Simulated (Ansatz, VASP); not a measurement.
# In: VASP beside Ansatz

INCAR

```
PREC = Accurate
ENCUT = 520
EDIFF = 1E-6
ISMEAR = -1
SIGMA = 0.1
LREAL = False
LASPH = True
NELM = 60
ALGO = Normal
ISIF = 2
LWAVE = False
LCHARG = False
GGA = PS
NBANDS = 12
```

File KPOINTS:

```
regular mesh
0
Gamma
  13 13 13
```

Contents of POSCAR:

```
In
1.0
   -1.8382047309      1.8382047309      1.8382047309
    1.8382047309     -1.8382047309      1.8382047309
    1.8382047309      1.8382047309     -1.8382047309
In
1
Direct
    0.0000000000      0.0000000000      0.0000000000
```

Input for Ansatz:

```yaml
crystal:
  lattice:
    - [-1.8382047309, 1.8382047309, 1.8382047309]
    - [1.8382047309, -1.8382047309, 1.8382047309]
    - [1.8382047309, 1.8382047309, -1.8382047309]
  atoms:
    - { symbol: In, position: [0.0, 0.0, 0.0] }
hamiltonian:
  xc: pbesol
  pseudopotentials:
    kind: paw
    azcp:
      In: "pseudopotentials/In.paw.azcp"
basis:
  ecutwfc: 420
  fft_grid_basis: typed
kpoints:
  mp_grid: { grid: [13, 13, 13], shift: [0, 0, 0] }
magnetization:
  spin_polarized: false
scf:
  occupations: { method: fermi_dirac, width: 0.1 }
  lower_state_search: "off"
output:
  stress: true
```

Alike in both runs: task single point; functional PBEsol; k mesh 13 × 13 × 13; occupations fermi-dirac, width 0.1 eV; no spin polarisation.

|  | VASP | Ansatz |
| --- | --- | --- |
| version | VASP 6.6.1 | Ansatz 0.2.0 |
| potentials or method | VASP PAW PBE potentials, release 64 (In_d), cutoff 520 eV | plane waves (420 eV) with PAW, scalar-relativistic |
| valence electrons in the cell | 13 | 13 |

|  | VASP | Ansatz | Ansatz less VASP |
| --- | --- | --- | --- |
| pressure (GPa) | 1.8 | 1.8 | +0.01 |

VASP's potentials were made for PBE, not for PBEsol, and Ansatz warns of the same on its side.
